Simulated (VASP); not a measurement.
# HfSi (Fm-3m) in VASP: notebook, part 2 of 2

VASP 6.6.1. The steps go on from the part before.

## 4. Single point, LDA (volume scaled by 1.000 of the coarse rest volume)

INCAR

```
ALGO = Normal
EDIFF = 1E-6
ENCUT = 500
GGA_COMPAT = F
ISIF = 2
ISMEAR = -1
LASPH = T
LCHARG = F
LREAL = F
LWAVE = F
NBANDS = 14
NELM = 120
PREC = Accurate
SIGMA = 0.15
```

KPOINTS

```
k-points
0
Gamma
  10 10 10
```

POSCAR

```
HfSi
1.0
    0.0000000000      2.6272000000      2.6272000000
    2.6272000000      0.0000000000      2.6272000000
    2.6272000000      2.6272000000      0.0000000000
Hf Si
1 1
Direct
    0.0000000000      0.0000000000      0.0000000000
    0.5000000000      0.5000000000      0.5000000000
```

Potentials or basis: VASP PAW LDA potentials, release 64 (Hf_pv, Si).

On the command line:

```console
> cat potpaw_LDA.64/Hf_pv/POTCAR potpaw_LDA.64/Si/POTCAR > POTCAR
> mpirun -np 1 vasp_std > vasp.out
```

OUTCAR:

```text
EDIFF = 1E-6
   ENCUT = 500
   ISIF = 2
   ISMEAR = -1
   LASPH = T
   LREAL = F
   NELM = 120
   PREC = Accurate

 ion  position               nearest neighbor table
   1  0.000  0.000  0.000-   2 2.63   2 2.63   2 2.63   2 2.63   2 2.63   2 2.63
   2  0.500  0.500  0.500-   1 2.63   1 2.63   1 2.63   1 2.63   1 2.63   1 2.63

  LATTYP: Found a face centered cubic cell.
 ALAT       =     5.2544000000

  Lattice vectors:

 A1 = (   0.0000000000,   2.6272000000,   2.6272000000)
 A2 = (   2.6272000000,   0.0000000000,   2.6272000000)
 A3 = (   2.6272000000,   2.6272000000,   0.0000000000)

Analysis of symmetry for initial positions (statically):
=====================================================================
 Subroutine PRICEL returns:
 Original cell was already a primitive cell.

 Routine SETGRP: Setting up the symmetry group for a
 face centered cubic supercell.

 Subroutine GETGRP returns: Found 48 space group operations
 (whereof 48 operations were pure point group operations)
 out of a pool of 48 trial point group operations.

The static configuration has the point symmetry O_h .

Analysis of symmetry for dynamics (positions and initial velocities):
=====================================================================
 Subroutine PRICEL returns:
 Original cell was already a primitive cell.

 Routine SETGRP: Setting up the symmetry group for a
 face centered cubic supercell.

 Subroutine GETGRP returns: Found 48 space group operations
 (whereof 48 operations were pure point group operations)
 out of a pool of 48 trial point group operations.

The dynamic configuration has the point symmetry O_h .

 Subroutine INISYM returns: Found 48 space group operations
 (whereof 48 operations are pure point group operations),
 and found     1 'primitive' translations

----------------------------------------------------------------------------------------

                                     Primitive cell

  volume of cell :      36.2668

  direct lattice vectors                    reciprocal lattice vectors
     0.000000000  2.627200000  2.627200000    -0.190316687  0.190316687  0.190316687
     2.627200000  0.000000000  2.627200000     0.190316687 -0.190316687  0.190316687
     2.627200000  2.627200000  0.000000000     0.190316687  0.190316687 -0.190316687

  length of vectors
     3.715421871  3.715421871  3.715421871     0.329638171  0.329638171  0.329638171

  position of ions in fractional coordinates (direct lattice)
     0.000000000  0.000000000  0.000000000
     0.500000000  0.500000000  0.500000000

  ion indices of the primitive-cell ions
   primitive index   ion index
                 1           1
                 2           2

----------------------------------------------------------------------------------------

 KPOINTS: k-points

Automatic generation of k-mesh.
 Grid dimensions read from file:
 generate k-points for:   10   10   10

 Generating k-lattice:

  Cartesian coordinates                     Fractional coordinates (reciprocal lattice)
[... 39 lines left out ...]
  0.300000  0.300000  0.000000      6.000000
  0.400000  0.300000  0.000000     24.000000
 [... further k-points ...]
   k-points           NKPTS =     47   k-points in BZ     NKDIM =     47   number of bands    NBANDS=     14
   number of dos      NEDOS =    301   number of ions     NIONS =      2
   total plane-waves  NPLWV =  21952
   dimension x,y,z NGX =    28 NGY =   28 NGZ =   28
   dimension x,y,z NGXF=    56 NGYF=   56 NGZF=   56
   ions per type =               1   1
   NGX,Y,Z   is equivalent  to a cutoff of  12.53, 12.53, 12.53 a.u.
   NGXF,Y,Z  is equivalent  to a cutoff of  25.06, 25.06, 25.06 a.u.
 SYSTEM =  unknown system
   PREC   = accura    normal or accurate (medium, high low for compatibility)
   ISTART =      0    job   : 0-new  1-cont  2-samecut
   ICHARG =      2    charge: 1-file 2-atom 10-const
   ISPIN  =      1    spin polarized calculation?
   LNONCOLLINEAR =      F non collinear calculations
   LSORBIT =      F    spin-orbit coupling
   LASPH  =      T    aspherical Exc in radial PAW
   ENCUT  =  500.0 eV  36.75 Ry    6.06 a.u.   6.77  6.77  6.77*2*pi/ulx,y,z
   NELM   =    120;   NELMIN=  2; NELMDL= -5     # of ELM steps
   EDIFF  = 0.1E-05   stopping-criterion for ELM
   LREAL  =      F    real-space projection
   EDIFFG = 0.1E-04   stopping-criterion for IOM
   NSW    =      0    number of steps for IOM
   IBRION =     -1    ionic relax: 0-MD 1-quasi-New 2-CG
   NFREE  =      0    steps in history (QN), initial steepest desc. (CG)
   ISIF   =      2    stress and relaxation
   ISYM   =      2    0-nonsym 1-usesym 2-fastsym
   POTIM  = 0.5000    time-step for ionic-motion
   TEBEG  =    0.0;   TEEND  =   0.0 temperature during run
   PSTRESS=    0.0 pullay stress
   NELECT =      14.0000    total number of electrons
   NUPDOWN=      -1.0000    fix difference up-down
   EMIN   =  10.00;   EMAX   =-10.00  energy-range for DOS
   EFERMI =   0.00;   METHOD = LEGACY
   ISMEAR =    -1;   SIGMA  =   0.15  broadening in eV -4-tet -1-fermi 0-gaus
   EFERMI_NEDOS =   21; number of points for ismear=-14 and -15
   IALGO  =     38    algorithm
   IMIX   =      4    mixing-type and parameters
     AMIX     =   0.40;   BMIX     =  1.00
     AMIX_MAG =   1.60;   BMIX_MAG =  1.00
  volume/ion in A,a.u.               =      18.13       122.37
  Fermi-wavevector in a.u.,A,eV,Ry     =   1.192013  2.252578 19.332455  1.420895
  Thomas-Fermi vector in A             =   2.328061
   LORBIT       =      0    0 simple, 1 ext, 2 COOP (PROOUT), +10 PAW based schemes
   GGA     = CA    functional components
   LHFCALC =     F    Hartree Fock is set to
   AEXX    =    0.0000 exact exchange contribution
   IVDW    =     0    specifies the selected vdW correction
   LEPSILON=     F    determine dielectric tensor
   LRPA    =     F    only Hartree local field effects (RPA)
 non-spin polarized calculation
  energy-cutoff  :      500.00
  volume of cell :       36.27
 maximum number of plane-waves:       941
   NGX = 13   NGY = 13   NGZ = 13

 number of electron      13.9999999 magnetization

 Free energy of the ion-electron system (eV)
  ---------------------------------------------------
  ext. energy  EPLUGINS =         0.00000000
  ---------------------------------------------------
  free energy    TOTEN  =       -17.90317734 eV

  energy without entropy =      -17.85809371  energy(sigma->0) =      -17.88063552

 E-fermi :   6.4175     XC(G=0): -11.3667

 val. band max:        6.3864821224   @ k =   0.1000   0.1000   0.0000
 cond. band min:       6.5236143395   @ k =   0.0000   0.0000   0.0000
 fundamental gap:      0.1371322171
 Fermi energy:         6.4175433299

 k-point     1 :       0.0000    0.0000    0.0000
  band No.  band energies     occupation
      1     -23.8482      2.00000
      2     -23.8482      2.00000
      3     -23.8482      2.00000
      4      -4.0524      2.00000
      5       6.5236      0.66046
      6       6.5236      0.66046
      7       6.5236      0.66046
      8       7.3548      0.00386
      9       7.3548      0.00386
     10       9.0444      0.00000
     11       9.0444      0.00000
     12       9.0444      0.00000
     13      14.8792      0.00000
     14      14.9381      0.00000
[... 377 lines left out ...]
      1     -23.9963      2.00000
      2     -23.9097      2.00000
      3     -23.9038      2.00000
      4      -1.7233      2.00000
      5       2.9512      2.00000
      6       4.4396      2.00000
      7       6.0515      1.83966
      8       6.6284      0.39382
      9       8.8686      0.00000
     10      10.5387      0.00000
     11      11.1431      0.00000
     12      12.1050      0.00000
     13      14.0855      0.00000
     14      17.5009      0.00000

 [... further k-points ...]

------------------------ aborting loop because EDIFF is reached ----------------------------------------

  FORCE on cell =-STRESS in cart. coord.  units (eV):
  Direction    XX          YY          ZZ          XY          YZ          ZX
  --------------------------------------------------------------------------------------
  -------------------------------------------------------------------------------------
  Total        0.0399838      0.0399838      0.0399838      0.0000000     -0.0000000      0.0000000
  in kB        1.7663845      1.7663845      1.7663845      0.0000000     -0.0000000      0.0000000
  external PRESSURE =       1.7663845 kB  Pullay stress =       0.0000000 kB

 VOLUME and BASIS-vectors are now :
 -----------------------------------------------------------------------------
  energy-cutoff  :      500.00
  volume of cell :       36.27
      direct lattice vectors                 reciprocal lattice vectors
     0.000000000  2.627200000  2.627200000    -0.190316687  0.190316687  0.190316687
     2.627200000  0.000000000  2.627200000     0.190316687 -0.190316687  0.190316687
     2.627200000  2.627200000  0.000000000     0.190316687  0.190316687 -0.190316687

 POSITION                                       TOTAL-FORCE (eV/Angst)
 -----------------------------------------------------------------------------------
      0.00000      0.00000      0.00000        -0.000000      0.000000      0.000000
      2.62720      2.62720      2.62720         0.000000      0.000000     -0.000000
 -----------------------------------------------------------------------------------
    total drift:                               -0.000000      0.000000      0.000000

  FREE ENERGIE OF THE ION-ELECTRON SYSTEM (eV)
  ---------------------------------------------------
  free  energy   TOTEN  =       -17.9031773423 eV

  energy  without entropy=      -17.8580937055  energy(sigma->0) =      -17.88063552
```

stdout:

```text
POSCAR found type information on POSCAR HfSi
 POSCAR found :  2 types and       2 ions
 scaLAPACK will be used
 LDA part: xc-table for (Slater(with rela. corr.)+CA(PZ))
 , standard interpolation
 POSCAR, INCAR and KPOINTS ok, starting setup
 FFT: planning ... GRIDC
 FFT: planning ... GRID_SOFT
 FFT: planning ... GRID
 WAVECAR not read
 entering main loop
```

It took 19 s on 1 thread of Intel Xeon 6975P-C, shared host; peak memory 0.16 GiB.

What came out:

| Item | Value |
| --- | --- |
| Free energy | -17.9032 eV |
| Pressure | 0.2 GPa |
| Band gap on the k mesh | zero (band 7 reaches 6.79 eV, above the bottom of band 8 at 6.25 eV) |

Levels at points of the mesh, in eV from the Fermi level:
| k point | band 3 | band 4 | band 5 | band 6 | band 7 | band 8 | band 9 | band 10 | band 11 | band 12 |
| --- | --- | --- | --- | --- | --- | --- | --- | --- | --- | --- |
| (0.00, 0.00, 0.00) | -30.27 | -10.47 | 0.11 | 0.11 | 0.11 | 0.94 | 0.94 | 2.63 | 2.63 | 2.63 |
| (0.50, 0.00, 0.00) | -30.29 | -6.78 | -5.66 | -2.18 | -2.18 | 3.32 | 3.32 | 3.84 | 4.57 | 7.22 |
| (0.50, 0.50, 0.00) | -30.34 | -7.88 | -3.00 | -2.11 | 0.37 | 0.37 | 2.25 | 2.76 | 4.19 | 4.19 |

Caveat: spin-orbit coupling is left out, which moves the levels of the heavy elements.

## 5. Overview

```csv
cell,k mesh,smearing,gap on the mesh (eV),pressure (GPa)
"a = 3.715 Å, angles 60.0°, 2 atoms",6 × 6 × 6,gaussian 0.05 eV,none,-0.1
"a = 3.833 Å, angles 60.0°, 2 atoms",6 × 6 × 6,gaussian 0.05 eV,none,-10.5
"a = 3.715 Å, angles 60.0°, 2 atoms",10 × 10 × 10,fermi-dirac 0.15 eV,none,0.2
```

Alike in all rows: task single point; level LDA; potentials or basis VASP PAW LDA potentials, release 64 (Hf_pv, Si); no spin polarisation; cutoff (eV) 500.

Caveats: spin-orbit coupling is left out, which moves the levels of the heavy elements.

Total energies depend on the potentials used, so only differences within one code and one set of settings carry meaning.
